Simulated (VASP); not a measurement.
# Zn (P2_1/m) in VASP: further runs

The runs below take Zn through electric field gradients, with PBE.

Everything below comes from runs of VASP 6.6.1. Logs are shortened: lines on timing, memory, paths and dates and some standing lists are left out, and cuts for length are marked.

## Step 1: The cell of the first run

The structure is monoclinic, space group P2_1/m (No. 11). The conventional cell has a = 2.636 Å, b = 5.095 Å, c = 2.636 Å, α = 90.00°, β = 120.00°, γ = 90.00°. Zn (site symmetry m) has 12 Zn at 2.64 to 2.99 Å within 3.5 Å.

## Step 2: Electric field gradients, PBE (atom 1 (Zn) moved by [0.035355, 0.035355, 0.0] A)

File INCAR:

```
SYSTEM = Zn
ALGO = Normal ; EDIFF = 1E-8
ENCUT = 400 ; GGA = PE
GGA_COMPAT = .False. ; ISIF = 2
ISMEAR = -1 ; LASPH = .True.
LCHARG = .False. ; LEFG = .True.
LREAL = .False. ; LWAVE = .False.
NBANDS = 19 ; NELM = 120
PREC = Accurate ; SIGMA = 0.08
```

File KPOINTS:

```
k-points
0
Gamma
  18 18 10
  0 0 0
```

File POSCAR:

```
Zn
1.0
    2.6357256500      0.0000000000      0.0000000000
   -1.3178628250      2.2826053704      0.0000000000
    0.0000000000      0.0000000000      5.0950740607
Zn
2
Direct
    0.3544915365      0.6821555464      0.2500000000
    0.6666666667      0.3333333333      0.7500000000
```

Potentials or basis: VASP PAW PBE potentials, release 64 (Zn).

Started as:

```sh
$ cat potpaw_PBE.64/Zn/POTCAR > POTCAR
$ mpirun -np 1 vasp_std > vasp.out
```

OUTCAR:

```text
SYSTEM = Zn
   EDIFF = 1E-8
   ENCUT = 400
   GGA = PE
   ISIF = 2
   ISMEAR = -1
   LASPH = .True.
   LREAL = .False.
   NELM = 120
   PREC = Accurate

 ion  position               nearest neighbor table
   1  0.354  0.682  0.250-   2 2.95   2 2.95   2 2.96   2 2.96   2 2.99   2 2.99
   2  0.667  0.333  0.750-   1 2.95   1 2.95   1 2.96   1 2.96   1 2.99   1 2.99

  LATTYP: Found a hexagonal cell.
 ALAT       =     2.6357256500
 C/A-ratio  =     1.9330820948

  Lattice vectors:

 A1 = (   2.6357256500,   0.0000000000,   0.0000000000)
 A2 = (  -1.3178628250,   2.2826053704,   0.0000000000)
 A3 = (   0.0000000000,   0.0000000000,   5.0950740607)

Analysis of symmetry for initial positions (statically):
=====================================================================
 Subroutine PRICEL returns:
 Original cell was already a primitive cell.

 Routine SETGRP: Setting up the symmetry group for a
 hexagonal supercell.

 Subroutine GETGRP returns: Found  4 space group operations
 (whereof  1 operations were pure point group operations)
 out of a pool of 24 trial point group operations.

The static configuration has the point symmetry C_1 .
 The point group associated with its full space group is C_2h.

Analysis of symmetry for dynamics (positions and initial velocities):
=====================================================================
 Subroutine PRICEL returns:
 Original cell was already a primitive cell.

 Routine SETGRP: Setting up the symmetry group for a
 hexagonal supercell.

 Subroutine GETGRP returns: Found  4 space group operations
 (whereof  1 operations were pure point group operations)
 out of a pool of 24 trial point group operations.

The dynamic configuration has the point symmetry C_1 .
 The point group associated with its full space group is C_2h.

 Subroutine INISYM returns: Found  4 space group operations
 (whereof  1 operations are pure point group operations),
 and found     1 'primitive' translations

----------------------------------------------------------------------------------------

                                     Primitive cell

  volume of cell :      30.6536

  direct lattice vectors                    reciprocal lattice vectors
     2.635725650  0.000000000  0.000000000     0.379402158  0.219047938  0.000000000
    -1.317862825  2.282605370  0.000000000     0.000000000  0.438095876  0.000000000
     0.000000000  0.000000000  5.095074061     0.000000000  0.000000000  0.196268001

  length of vectors
     2.635725650  2.635725650  5.095074061     0.438095876  0.438095876  0.196268001

  position of ions in fractional coordinates (direct lattice)
     0.354491536  0.682155546  0.250000000
     0.666666667  0.333333333  0.750000000

  ion indices of the primitive-cell ions
   primitive index   ion index
                 1           1
                 2           2

----------------------------------------------------------------------------------------

 KPOINTS: k-points

Automatic generation of k-mesh.
 Grid dimensions read from file:
 generate k-points for:   18   18   10

 Generating k-lattice:

  Cartesian coordinates                     Fractional coordinates (reciprocal lattice)
     0.021077898  0.012169330  0.000000000     0.055555556 -0.000000000  0.000000000
     0.000000000  0.024338660  0.000000000     0.000000000  0.055555556  0.000000000
     0.000000000  0.000000000  0.019626800     0.000000000  0.000000000  0.100000000

  Length of vectors
     0.024338660  0.024338660  0.019626800

  Shift w.r.t. Gamma in fractional coordinates (k-lattice)
     0.000000000  0.000000000  0.000000000

 Subroutine IBZKPT returns following result:
 ===========================================

 Found    984 irreducible k-points:

 Following reciprocal coordinates:
            Coordinates               Weight
  0.000000  0.000000  0.000000      1.000000
  0.055556  0.000000  0.000000      2.000000
  0.000000  0.055556  0.000000      2.000000
 -0.055556  0.055556  0.000000      2.000000
  0.111111  0.000000  0.000000      2.000000
  0.000000  0.111111  0.000000      2.000000
[... 16 lines left out ...]
  0.444444  0.000000  0.000000      2.000000
  0.000000  0.444444  0.000000      2.000000
 [... further k-points ...]
   k-points           NKPTS =    984   k-points in BZ     NKDIM =    984   number of bands    NBANDS=     19
   number of dos      NEDOS =    301   number of ions     NIONS =      2
   total plane-waves  NPLWV =  11664
   dimension x,y,z NGX =    18 NGY =   18 NGZ =   36
   dimension x,y,z NGXF=    36 NGYF=   36 NGZF=   72
   ions per type =               2
   NGX,Y,Z   is equivalent  to a cutoff of  11.35, 11.35, 11.75 a.u.
   NGXF,Y,Z  is equivalent  to a cutoff of  22.71, 22.71, 23.49 a.u.
 SYSTEM =  Zn
   PREC   = accura    normal or accurate (medium, high low for compatibility)
   ISTART =      0    job   : 0-new  1-cont  2-samecut
   ICHARG =      2    charge: 1-file 2-atom 10-const
   ISPIN  =      1    spin polarized calculation?
   LNONCOLLINEAR =      F non collinear calculations
   LSORBIT =      F    spin-orbit coupling
   LASPH  =      T    aspherical Exc in radial PAW
   ENCUT  =  400.0 eV  29.40 Ry    5.42 a.u.   4.30  4.30  8.31*2*pi/ulx,y,z
   NELM   =    120;   NELMIN=  2; NELMDL= -5     # of ELM steps
   EDIFF  = 0.1E-07   stopping-criterion for ELM
   LREAL  =      F    real-space projection
   EDIFFG = 0.1E-06   stopping-criterion for IOM
   NSW    =      0    number of steps for IOM
   IBRION =     -1    ionic relax: 0-MD 1-quasi-New 2-CG
   NFREE  =      0    steps in history (QN), initial steepest desc. (CG)
   ISIF   =      2    stress and relaxation
   ISYM   =      2    0-nonsym 1-usesym 2-fastsym
   POTIM  = 0.5000    time-step for ionic-motion
   TEBEG  =    0.0;   TEEND  =   0.0 temperature during run
   PSTRESS=    0.0 pullay stress
   NELECT =      24.0000    total number of electrons
   NUPDOWN=      -1.0000    fix difference up-down
   EMIN   =  10.00;   EMAX   =-10.00  energy-range for DOS
   EFERMI =   0.00;   METHOD = LEGACY
   ISMEAR =    -1;   SIGMA  =   0.08  broadening in eV -4-tet -1-fermi 0-gaus
   EFERMI_NEDOS =   21; number of points for ismear=-14 and -15
   IALGO  =     38    algorithm
   IMIX   =      4    mixing-type and parameters
     AMIX     =   0.40;   BMIX     =  1.00
     AMIX_MAG =   1.60;   BMIX_MAG =  1.00
  volume/ion in A,a.u.               =      15.33       103.43
  Fermi-wavevector in a.u.,A,eV,Ry     =   1.508869  2.851348 30.976169  2.276684
  Thomas-Fermi vector in A             =   2.619266
   LORBIT       =      0    0 simple, 1 ext, 2 COOP (PROOUT), +10 PAW based schemes
   GGA     = PE    functional components
   LHFCALC =     F    Hartree Fock is set to
   AEXX    =    0.0000 exact exchange contribution
   IVDW    =     0    specifies the selected vdW correction
   LEPSILON=     F    determine dielectric tensor
   LRPA    =     F    only Hartree local field effects (RPA)
 non-spin polarized calculation
  energy-cutoff  :      400.00
  volume of cell :       30.65
 maximum number of plane-waves:       587
 NGX is ok and might be reduce to    18
   NGX =  9   NGY =  9   NGZ = 17

 number of electron      24.0000018 magnetization

 Free energy of the ion-electron system (eV)
  ---------------------------------------------------
  ext. energy  EPLUGINS =         0.00000000
  ---------------------------------------------------
  free energy    TOTEN  =        -2.22347513 eV

  energy without entropy =       -2.21732558  energy(sigma->0) =       -2.22040035

 E-fermi :   3.0168     XC(G=0): -11.5007

 val. band max:        3.0022283889   @ k =   0.3889   0.0556   0.0000
 cond. band min:       3.0422456487   @ k =   0.2778   0.2778   0.3000
 fundamental gap:      0.0400172598
 Fermi energy:         3.0167791370

 k-point     1 :       0.0000    0.0000    0.0000
  band No.  band energies     occupation
      1      -7.3010      2.00000
      2      -5.6159      2.00000
      3      -4.9061      2.00000
      4      -4.6357      2.00000
      5      -4.6309      2.00000
      6      -4.5956      2.00000
[... 11 lines left out ...]
     18      22.6502      0.00000
     19      22.7535      0.00000

 k-point     2 :       0.0556    0.0000    0.0000
  band No.  band energies     occupation
      1      -7.2069      2.00000
      2      -5.5713      2.00000
      3      -4.8940      2.00000
      4      -4.6415      2.00000
      5      -4.6127      2.00000
      6      -4.6069      2.00000
[... 476 lines left out ...]
 k-point    24 :       0.0000    0.4444    0.0000
  band No.  band energies     occupation
      1      -5.3780      2.00000
      2      -5.2956      2.00000
      3      -5.0789      2.00000
      4      -4.6801      2.00000
      5      -4.4631      2.00000
      6      -4.4263      2.00000
[... 11 lines left out ...]
     18      17.8331      0.00000
     19      18.7196      0.00000

 [... further k-points ...]
[... 5 lines left out ...]
  --------------------------------------------------------------------------------------
  -------------------------------------------------------------------------------------
  Total       -0.0325292     -0.0436512     -0.0852407      0.0068006      0.0000000      0.0000000
  in kB       -1.7002070     -2.2815254     -4.4552924      0.3554482      0.0000000      0.0000000
  external PRESSURE =      -2.8123416 kB  Pullay stress =       0.0000000 kB

 VOLUME and BASIS-vectors are now :
 -----------------------------------------------------------------------------
  energy-cutoff  :      400.00
  volume of cell :       30.65
      direct lattice vectors                 reciprocal lattice vectors
     2.635725650  0.000000000  0.000000000     0.379402158  0.219047938  0.000000000
    -1.317862825  2.282605370  0.000000000     0.000000000  0.438095876  0.000000000
     0.000000000  0.000000000  5.095074061     0.000000000  0.000000000  0.196268001

 POSITION                                       TOTAL-FORCE (eV/Angst)
 -----------------------------------------------------------------------------------
      0.03535      1.55709      1.27377        -0.015664     -0.016715      0.000000
      1.31786      0.76087      3.82131         0.015664      0.016715     -0.000000
 -----------------------------------------------------------------------------------
    total drift:                               -0.000016     -0.000301     -0.000002

  FREE ENERGIE OF THE ION-ELECTRON SYSTEM (eV)
  ---------------------------------------------------
  free  energy   TOTEN  =        -2.2234751258 eV

  energy  without entropy=       -2.2173255763  energy(sigma->0) =       -2.22040035

 Electric field gradients (V/A^2)
---------------------------------------------------------------------
 ion       V_xx      V_yy      V_zz      V_xy      V_xz      V_yz
---------------------------------------------------------------------
   1     -23.122   -24.871    47.993     0.888     0.000    -0.000
   2     -23.126   -24.857    47.983     0.898     0.000     0.000
---------------------------------------------------------------------

 Electric field gradients after diagonalization (V/A^2)
 (convention: |V_zz| > |V_xx| > |V_yy|)
----------------------------------------------------------------------
 ion       V_xx      V_yy      V_zz     asymmetry (V_yy - V_xx)/ V_zz
----------------------------------------------------------------------
   1     -25.242   -22.751    47.993       0.052
   2     -25.239   -22.744    47.983       0.052
----------------------------------------------------------------------

           NMR quadrupolar parameters

 Cq : quadrupolar parameter    Cq=e*Q*V_zz/h
 eta: asymmetry parameters     (V_yy - V_xx)/ V_zz
 Q  : nuclear electric quadrupole moment in mb (millibarn)
----------------------------------------------------------------------
 ion       Cq(MHz)       eta       Q (mb)
----------------------------------------------------------------------
   1       0.116       0.052       1.000
   2       0.116       0.052       1.000
----------------------------------------------------------------------
```

Wall time 2.6 min (1 thread of Intel Xeon 6975P-C (Granite Rapids), shared host); peak memory 0.4 GiB.

Results:

```yaml
Free_energy: -2.2235 eV
Pressure: -0.3 GPa
Largest_force: 0.023 eV/Å
Band_gap_on_the_k_mesh: zero (band 12 reaches 4.82 eV, above the bottom of band 13 at -0.44 eV)
```

Forces on the atoms (eV/Å):
```
Zn  -0.016 -0.017  0.000
Zn   0.016  0.017  0.000
```

Stress tensor (GPa, compression positive):
```
-0.17  0.04  0.00
 0.04 -0.23  0.00
 0.00  0.00 -0.45
```

Electric field gradients, principal values (V/Å²):
| atom | least | middle | greatest (by size) |
| --- | --- | --- | --- |
| 1 Zn | -22.751 | -25.242 | 47.993 |
| 2 Zn | -22.744 | -25.239 | 47.983 |

Caveat: the cell differs from its parent crystal (atom 1 (Zn) moved by [0.035355, 0.035355, 0.0] A); without QUAD_EFG the Cq values of the log hold for a quadrupole moment of 1 mb, not for the nuclei.

## Step 3: Electric field gradients, PBE (atom 1 (Zn) moved by [0.035355, 0.035355, 0.0] A)

File INCAR:

```
PREC = Accurate
ENCUT = 400
EDIFF = 1E-8
ISMEAR = -1
SIGMA = 0.08
LREAL = F
LASPH = T
NELM = 120
ALGO = Normal
ISIF = 2
LWAVE = F
LCHARG = F
GGA = PE
LEFG = T
NBANDS = 19
GGA_COMPAT = F
```

File KPOINTS:

```
regular mesh
0
Gamma
  18 18 10
```

POSCAR is that of step 2.

Potentials or basis: VASP PAW PBE potentials, release 64 (Zn).

Started as:

```sh
$ cat potpaw_PBE.64/Zn/POTCAR > POTCAR
$ mpirun -np 1 vasp_std > vasp.out
```

OUTCAR:

```text
PREC = Accurate
   ENCUT = 400
   EDIFF = 1E-8
   ISMEAR = -1
   LREAL = F
   LASPH = T
   NELM = 120
   ISIF = 2
   GGA = PE

 ion  position               nearest neighbor table
   1  0.354  0.682  0.250-   2 2.95   2 2.95   2 2.96   2 2.96   2 2.99   2 2.99
   2  0.667  0.333  0.750-   1 2.95   1 2.95   1 2.96   1 2.96   1 2.99   1 2.99

  LATTYP: Found a hexagonal cell.
 ALAT       =     2.6357256500
 C/A-ratio  =     1.9330820948

  Lattice vectors:

[... 742 lines left out ...]

  FREE ENERGIE OF THE ION-ELECTRON SYSTEM (eV)
  ---------------------------------------------------
  free  energy   TOTEN  =        -2.2234751258 eV

  energy  without entropy=       -2.2173255763  energy(sigma->0) =       -2.22040035

 Electric field gradients (V/A^2)
---------------------------------------------------------------------
 ion       V_xx      V_yy      V_zz      V_xy      V_xz      V_yz
---------------------------------------------------------------------
   1     -23.122   -24.871    47.993     0.888     0.000    -0.000
   2     -23.126   -24.857    47.983     0.898     0.000     0.000
---------------------------------------------------------------------

 Electric field gradients after diagonalization (V/A^2)
 (convention: |V_zz| > |V_xx| > |V_yy|)
----------------------------------------------------------------------
 ion       V_xx      V_yy      V_zz     asymmetry (V_yy - V_xx)/ V_zz
----------------------------------------------------------------------
   1     -25.242   -22.751    47.993       0.052
   2     -25.239   -22.744    47.983       0.052
----------------------------------------------------------------------

           NMR quadrupolar parameters

 Cq : quadrupolar parameter    Cq=e*Q*V_zz/h
 eta: asymmetry parameters     (V_yy - V_xx)/ V_zz
 Q  : nuclear electric quadrupole moment in mb (millibarn)
----------------------------------------------------------------------
 ion       Cq(MHz)       eta       Q (mb)
----------------------------------------------------------------------
   1       0.116       0.052       1.000
   2       0.116       0.052       1.000
----------------------------------------------------------------------
```

OSZICAR:

```text
N       E                     dE             d eps       ncg     rms          rms(c)
DAV:   1     0.101489404999E+03    0.10149E+03   -0.10557E+04 38854   0.168E+03
DAV:   2     0.201985172265E+01   -0.99470E+02   -0.96281E+02 37786   0.266E+02
DAV:   3    -0.240926368034E+01   -0.44291E+01   -0.44132E+01 41689   0.635E+01
DAV:   4    -0.243299085255E+01   -0.23727E-01   -0.23723E-01 40372   0.490E+00
DAV:   5    -0.243302150569E+01   -0.30653E-04   -0.30653E-04 40653   0.155E-01    0.396E+00
DAV:   6    -0.223726380917E+01    0.19576E+00   -0.76823E-01 41493   0.184E+01    0.296E+00
DAV:   7    -0.222800756877E+01    0.92562E-02   -0.26115E-02 46885   0.270E+00    0.153E+00
DAV:   8    -0.222346097388E+01    0.45466E-02   -0.18085E-03 50556   0.640E-01    0.483E-02
DAV:   9    -0.222347247964E+01   -0.11506E-04   -0.25179E-04 48513   0.197E-01    0.348E-02
DAV:  10    -0.222347563537E+01   -0.31557E-05   -0.22867E-05 39016   0.563E-02    0.271E-03
DAV:  11    -0.222347545345E+01    0.18192E-06   -0.10400E-07 42480   0.304E-03    0.182E-03
DAV:  12    -0.222347512299E+01    0.33046E-06   -0.28191E-08 42095   0.312E-03    0.120E-04
DAV:  13    -0.222347512577E+01   -0.27753E-08   -0.25493E-09 21215   0.437E-04
   1 F= -.22234751E+01 E0= -.22204004E+01  d E =-.614955E-02
```

It took 2.5 min on 1 thread of Intel Xeon 6975P-C (Granite Rapids), shared host; peak memory 0.4 GiB.

Results:

```
Free energy            : -2.2235 eV
Pressure               : -0.3 GPa
Largest force          : 0.023 eV/Å
Band gap on the k mesh : zero (band 12 reaches 4.82 eV, above the bottom of band 13 at -0.44 eV)
```

Forces in eV/Å, atoms in the order of the input:
```
Zn  -0.016 -0.017  0.000
Zn   0.016  0.017  0.000
```

Stress tensor (GPa, compression positive):
```
-0.17  0.04  0.00
 0.04 -0.23  0.00
 0.00  0.00 -0.45
```

Electric field gradients, principal values (V/Å²):
| atom | least | middle | greatest (by size) |
| --- | --- | --- | --- |
| 1 Zn | -22.751 | -25.242 | 47.993 |
| 2 Zn | -22.744 | -25.239 | 47.983 |

Caveat: the cell differs from its parent crystal (atom 1 (Zn) moved by [0.035355, 0.035355, 0.0] A); without QUAD_EFG the Cq values of the log hold for a quadrupole moment of 1 mb, not for the nuclei.
